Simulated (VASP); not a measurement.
# La4HfO (F-43m) in VASP: notebook, part 2 of 2

VASP 6.6.1.

**5. Single point, PBE**

This run uses another cell than the first one, of 37.44 Å³/atom.

File INCAR:

```
PREC     = Accurate       # precision mode
ENCUT    = 520            # plane-wave cutoff, eV
EDIFF    = 1E-6           # SCF threshold, eV
ISMEAR   = 0              # smearing method
SIGMA    = 0.1            # smearing width, eV
LREAL    = F              # projectors in reciprocal space
LASPH    = T              # aspherical terms in the spheres
NELM     = 80             # most SCF steps
ALGO     = Normal         # electronic algorithm
ISIF     = 2              # what is computed and relaxed
LWAVE    = F              # write WAVECAR
LCHARG   = T              # write CHGCAR
GGA      = PE             # functional
LELF     = T              # ELF
LVHAR    = T            
NBANDS   = 39             # bands
```

File KPOINTS:

```
Automatic mesh
0
Gamma
  8 8 8
```

File POSCAR:

```
La4HfO
1.0
    0.0000000000      4.8248317233      4.8248317233
    4.8248317233      0.0000000000      4.8248317233
    4.8248317233      4.8248317233      0.0000000000
La Hf O
4 1 1
Direct
    0.3858510818      0.8424467547      0.3858510818
    0.3858510818      0.3858510818      0.3858510818
    0.8424467547      0.3858510818      0.3858510818
    0.3858510818      0.3858510818      0.8424467547
    0.0000000000      0.0000000000      0.0000000000
    0.2500000000      0.2500000000      0.2500000000
```

Potentials or basis: VASP PAW PBE potentials, release 64 (La, Hf_pv, O).

Started as:

```sh
$ cat potpaw_PBE.64/La/POTCAR potpaw_PBE.64/Hf_pv/POTCAR potpaw_PBE.64/O/POTCAR > POTCAR
$ mpirun -np 1 vasp_std > vasp.out
```

OUTCAR:

```text
PREC = Accurate
   ENCUT = 520
   EDIFF = 1E-6
   ISMEAR = 0
   LREAL = F
   LASPH = T
   NELM = 80
   ISIF = 2
   GGA = PE

 ion  position               nearest neighbor table
   1  0.386  0.842  0.386-   6 2.27   3 3.12   4 3.12   2 3.12
   2  0.386  0.386  0.386-   6 2.27   3 3.12   4 3.12   1 3.12
   3  0.842  0.386  0.386-   6 2.27   2 3.12   4 3.12   1 3.12
   4  0.386  0.386  0.842-   6 2.27   2 3.12   3 3.12   1 3.12
   5  0.000  0.000  0.000-
   6  0.250  0.250  0.250-   1 2.27   3 2.27   4 2.27   2 2.27

  LATTYP: Found a face centered cubic cell.
 ALAT       =     9.6496634466

  Lattice vectors:

 A1 = (   0.0000000000,   4.8248317233,   4.8248317233)
 A2 = (   4.8248317233,   0.0000000000,   4.8248317233)
 A3 = (   4.8248317233,   4.8248317233,   0.0000000000)

Analysis of symmetry for initial positions (statically):
=====================================================================
 Subroutine PRICEL returns:
 Original cell was already a primitive cell.

 Routine SETGRP: Setting up the symmetry group for a
 face centered cubic supercell.

 Subroutine GETGRP returns: Found 24 space group operations
 (whereof 24 operations were pure point group operations)
 out of a pool of 48 trial point group operations.

The static configuration has the point symmetry T_d .

Analysis of symmetry for dynamics (positions and initial velocities):
=====================================================================
 Subroutine PRICEL returns:
 Original cell was already a primitive cell.

 Routine SETGRP: Setting up the symmetry group for a
 face centered cubic supercell.

 Subroutine GETGRP returns: Found 24 space group operations
 (whereof 24 operations were pure point group operations)
 out of a pool of 48 trial point group operations.

The dynamic configuration has the point symmetry T_d .
[... 126 lines left out ...]
     AMIX     =   0.40;   BMIX     =  1.00
     AMIX_MAG =   1.60;   BMIX_MAG =  1.00
  volume/ion in A,a.u.               =      37.44       252.65
  Fermi-wavevector in a.u.,A,eV,Ry     =   1.054305  1.992348 15.123689  1.111560
  Thomas-Fermi vector in A             =   2.189460
   LORBIT       =      0    0 simple, 1 ext, 2 COOP (PROOUT), +10 PAW based schemes
   GGA     = PE    functional components
   LHFCALC =     F    Hartree Fock is set to
   AEXX    =    0.0000 exact exchange contribution
   IVDW    =     0    specifies the selected vdW correction
   LEPSILON=     F    determine dielectric tensor
   LRPA    =     F    only Hartree local field effects (RPA)
 non-spin polarized calculation
 Gauss-broadening in eV      SIGMA  =   0.10
  energy-cutoff  :      520.00
  volume of cell :      224.63
 maximum number of plane-waves:      6068
 NGX is ok and might be reduce to    54
   NGX = 25   NGY = 25   NGZ = 25

 number of electron      59.9999998 magnetization

 Free energy of the ion-electron system (eV)
  ---------------------------------------------------
  ext. energy  EPLUGINS =         0.00000000
  ---------------------------------------------------
  free energy    TOTEN  =       -32.57663775 eV

  energy without entropy =      -32.50941394  energy(sigma->0) =      -32.54302584

 E-fermi :   5.1837     XC(G=0):  -8.6419

 val. band max:        5.1775945333   @ k =   0.5000   0.5000   0.0000
 cond. band min:       5.1860656740   @ k =   0.3750   0.2500   0.0000
 fundamental gap:      0.0084711407
 Fermi energy:         5.1837128859

 k-point     1 :       0.0000    0.0000    0.0000
  band No.  band energies     occupation
      1     -27.9908      2.00000
      2     -27.4058      2.00000
      3     -27.4058      2.00000
      4     -27.4058      2.00000
      5     -26.8652      2.00000
      6     -26.8652      2.00000
[... 997 lines left out ...]
     38       6.0585      0.00000
     39       6.5110      0.00000

 [... further k-points ...]

------------------------ aborting loop because EDIFF is reached ----------------------------------------

  FORCE on cell =-STRESS in cart. coord.  units (eV):
  Direction    XX          YY          ZZ          XY          YZ          ZX
  --------------------------------------------------------------------------------------
  -------------------------------------------------------------------------------------
  Total       -0.1205109     -0.1205109     -0.1205109      0.0000000      0.0000000     -0.0000000
  in kB       -0.8595287     -0.8595287     -0.8595287      0.0000000      0.0000000     -0.0000000
  external PRESSURE =      -0.8595287 kB  Pullay stress =       0.0000000 kB

 VOLUME and BASIS-vectors are now :
 -----------------------------------------------------------------------------
  energy-cutoff  :      520.00
  volume of cell :      224.63
      direct lattice vectors                 reciprocal lattice vectors
     0.000000000  4.824831723  4.824831723    -0.103630557  0.103630557  0.103630557
     4.824831723  0.000000000  4.824831723     0.103630557 -0.103630557  0.103630557
     4.824831723  4.824831723  0.000000000     0.103630557  0.103630557 -0.103630557

 POSITION                                       TOTAL-FORCE (eV/Angst)
 -----------------------------------------------------------------------------------
      5.92633      3.72333      5.92633         0.014745     -0.014745      0.014745
      3.72333      3.72333      3.72333        -0.014745     -0.014745     -0.014745
      3.72333      5.92633      5.92633        -0.014745      0.014745      0.014745
      5.92633      5.92633      3.72333         0.014745      0.014745     -0.014745
      0.00000      0.00000      0.00000        -0.000000     -0.000000     -0.000000
      2.41242      2.41242      2.41242        -0.000000     -0.000000     -0.000000
 -----------------------------------------------------------------------------------
    total drift:                               -0.000001     -0.000001     -0.000001

  FREE ENERGIE OF THE ION-ELECTRON SYSTEM (eV)
  ---------------------------------------------------
  free  energy   TOTEN  =       -32.5766377497 eV

  energy  without entropy=      -32.5094139357  energy(sigma->0) =      -32.54302584
```

OSZICAR:

```text
N       E                     dE             d eps       ncg     rms          rms(c)
DAV:   1     0.863585033054E+03    0.86359E+03   -0.21653E+04  2262   0.201E+03
DAV:   2     0.217518074683E+03   -0.64607E+03   -0.62709E+03  3214   0.421E+02
DAV:   3    -0.419366907956E+01   -0.22171E+03   -0.21860E+03  3734   0.273E+02
[... 10 lines left out ...]
DAV:  14    -0.325767720227E+02    0.53465E-02   -0.34094E-02  3780   0.481E-01    0.115E-01
DAV:  15    -0.325767956358E+02   -0.23613E-04   -0.22877E-03  4028   0.323E-01    0.787E-02
DAV:  16    -0.325766338796E+02    0.16176E-03   -0.69497E-04  3980   0.106E-01    0.199E-02
DAV:  17    -0.325766363356E+02   -0.24559E-05   -0.61150E-05  3916   0.478E-02    0.754E-03
DAV:  18    -0.325766374210E+02   -0.10855E-05   -0.16276E-05  3300   0.202E-02    0.682E-03
DAV:  19    -0.325766377497E+02   -0.32863E-06   -0.20526E-06  2204   0.150E-02
   1 F= -.32576638E+02 E0= -.32543026E+02  d E =-.672238E-01
```

It took 14 min on 1 thread of Intel Xeon Platinum 8488C (Sapphire Rapids), shared host; peak memory 0.55 GiB.

Results:

```
Free energy            : -32.5766 eV
Pressure               : -0.1 GPa
Largest force          : 0.026 eV/Å
Band gap on the k mesh : zero (bands 30 and 31 overlap by 0.36 eV)
```

Forces in eV/Å, atoms in the order of the input:
```
La   0.015 -0.015  0.015
La  -0.015 -0.015 -0.015
La  -0.015  0.015  0.015
La   0.015  0.015 -0.015
Hf   0.000  0.000  0.000
O    0.000  0.000  0.000
```

Caveat: spin-orbit coupling is left out, which moves the levels of the heavy elements.

**6. Relaxation of cell and atoms, PBE**

This run uses another cell than the first one, of 37.36 Å³/atom.

File INCAR:

```
PREC     = Accurate       # precision mode
ENCUT    = 600            # plane-wave cutoff, eV
EDIFF    = 1E-6           # SCF threshold, eV
ISMEAR   = 0              # smearing method
SIGMA    = 0.1            # smearing width, eV
LREAL    = F              # projectors in reciprocal space
LASPH    = T              # aspherical terms in the spheres
NELM     = 80             # most SCF steps
ALGO     = Normal         # electronic algorithm
ISIF     = 3              # what is computed and relaxed
LWAVE    = F              # write WAVECAR
LCHARG   = F              # write CHGCAR
GGA      = PE             # functional
IBRION   = 2              # ionic algorithm
NSW      = 100            # ionic steps
EDIFFG   = -0.01          # ionic threshold
```

KPOINTS is that of step 5.

File POSCAR:

```
La4HfO
1.0
    0.0000000000      4.8213393968      4.8213393968
    4.8213393968      0.0000000000      4.8213393968
    4.8213393968      4.8213393968      0.0000000000
La Hf O
4 1 1
Direct
    0.3858292586      0.8425122241      0.3858292586
    0.3858292586      0.3858292586      0.3858292586
    0.8425122241      0.3858292586      0.3858292586
    0.3858292586      0.3858292586      0.8425122241
    0.0000000000      0.0000000000      0.0000000000
    0.2500000000      0.2500000000      0.2500000000
```

Potentials or basis: VASP PAW PBE potentials, release 64 (La, Hf_pv, O).

Started as:

```sh
$ cat potpaw_PBE.64/La/POTCAR potpaw_PBE.64/Hf_pv/POTCAR potpaw_PBE.64/O/POTCAR > POTCAR
$ mpirun -np 1 vasp_std > vasp.out
```

Wall time 14 min (1 thread of Intel Xeon Platinum 8488C (Sapphire Rapids), shared host); peak memory 0.62 GiB.

The run converged. Its results:

```yaml
Free_energy: -32.5821 eV
Relaxed_volume: 37.35 Å³/atom
Relaxed_cell: a = 6.818 Å, b = 6.818 Å, c = 6.818 Å, α = 60.00°, β = 60.00°, γ = 60.00°
Space_group_after_relaxing_to_0.1_Å: F-43m (No. 216)
Energy_gained_by_relaxing: 0.0 meV/atom
Ionic_steps: 2
Pressure_after_relaxing: 0.0 GPa
Band_gap_on_the_k_mesh: zero (bands 30 and 31 overlap by 0.36 eV)
```

Forces on the atoms (eV/Å):
```
La   0.001 -0.001  0.001
La  -0.001 -0.001 -0.001
La  -0.001  0.001  0.001
La   0.001  0.001 -0.001
Hf   0.000  0.000  0.000
O    0.000  0.000  0.000
```

Final structure:
```xyz
6
Lattice="0.0000 4.8209 4.8209 4.8209 0.0000 4.8209 4.8209 4.8209 0.0000" Properties=species:S:1:pos:R:3 pbc="T T T"
La    5.9220    3.7198    5.9220
La    3.7198    3.7198    3.7198
La    3.7198    5.9220    5.9220
La    5.9220    5.9220    3.7198
Hf    0.0000    0.0000    0.0000
O     2.4105    2.4105    2.4105
```

Levels at points of the mesh, in eV from the Fermi level:
```
           k point  band 26  band 27  band 28  band 29  band 30  band 31  band 32  band 33  band 34  band 35
(0.00, 0.00, 0.00)    -0.86    -0.86    -0.41    -0.25    -0.25    -0.25    -0.07    -0.07     0.51     0.51
(0.50, 0.00, 0.00)    -0.87    -0.40    -0.40    -0.08    -0.08     0.15     0.25     0.25     0.54     0.54
(0.50, 0.50, 0.00)    -0.76    -0.50    -0.50    -0.46     0.00     0.16     0.29     0.29     0.45     0.67
```

Caveat: spin-orbit coupling is left out, which moves the levels of the heavy elements.

**7. Summary**

| task | cell | k mesh | cutoff (eV) | gap on the mesh (eV) | pressure (GPa) | relaxed volume (Å³/atom) | largest force (eV/Å) |
| --- | --- | --- | --- | --- | --- | --- | --- |
| single point | a = 6.079 Å, angles 60.0°, 6 atoms, atomic positions A | 4 × 4 × 4 | 520 | none | 28.7 | - | 1.31 |
| single point | a = 6.818 Å, angles 60.0°, 6 atoms, atomic positions B | 4 × 4 × 4 | 520 | none | 0.0 | - | 0.06 |
| relaxation of cell and atoms | relaxed from a = 6.079 Å, angles 60.0°, 6 atoms, atomic positions A | 4 × 4 × 4 | 600 | none | 0.0 | 37.41 | 0.02 |
| single point | a = 6.823 Å, angles 60.0°, 6 atoms, atomic positions B | 8 × 8 × 8 | 520 | none | -0.1 | - | 0.03 |
| relaxation of cell and atoms | relaxed from a = 6.818 Å, angles 60.0°, 6 atoms, atomic positions B | 8 × 8 × 8 | 600 | none | 0.0 | 37.35 | - |

Alike in all rows: level PBE; potentials or basis VASP PAW PBE potentials, release 64 (La, Hf_pv, O); no spin polarisation; smearing gaussian 0.1 eV.

Caveats: spin-orbit coupling is left out, which moves the levels of the heavy elements; the cell stands under pressure (at least some runs); forces of over 1 eV/Å act on the atoms, so gaps and moduli don't describe the material at rest (at least some runs); the volume moved by over 15 % at a fixed basis, so the end points are rough (at least some runs).

Total energies depend on the potentials used, so only differences within one code and one set of settings carry meaning.

The gap in the log of VASP goes by the Fermi energy; the results here count the filled bands.